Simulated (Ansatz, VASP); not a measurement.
# TiB2: VASP beside Ansatz

```
Ti B
1.0
     3.00403    0.00000    0.00000
    -1.50202    2.60157    0.00000
     0.00000    0.00000    3.18098
Ti B
1 2
Direct
  0.00000 0.00000 0.00000
  0.33333 0.66667 0.50000
  0.66667 0.33333 0.50000
```

Alike in both runs: functional PBE; dispersion D3(BJ); k mesh 15 × 15 × 14; occupations gaussian, width 0.1 eV; no spin polarisation.

Ansatz relaxed the structure, and its values are those at the end. VASP's run is a single point on that final structure, the one shown.

```csv
,VASP,Ansatz
version,VASP 6.6.1,Ansatz 0.2.0
potentials or method,"VASP PAW PBE potentials, release 64 (Ti_sv, B), cutoff 520 eV","scalar-relativistic, plane waves, PAW"
valence electrons in the cell,18,18
```

|  | VASP | Ansatz | Ansatz less VASP |
| --- | --- | --- | --- |
| gap on the k mesh at the Fermi level (eV) | none | none | - |
| pressure (GPa) | 0.2 | 0.0 | -0.25 |

A gap of «none» marks a metal or a gap that the smearing closes.
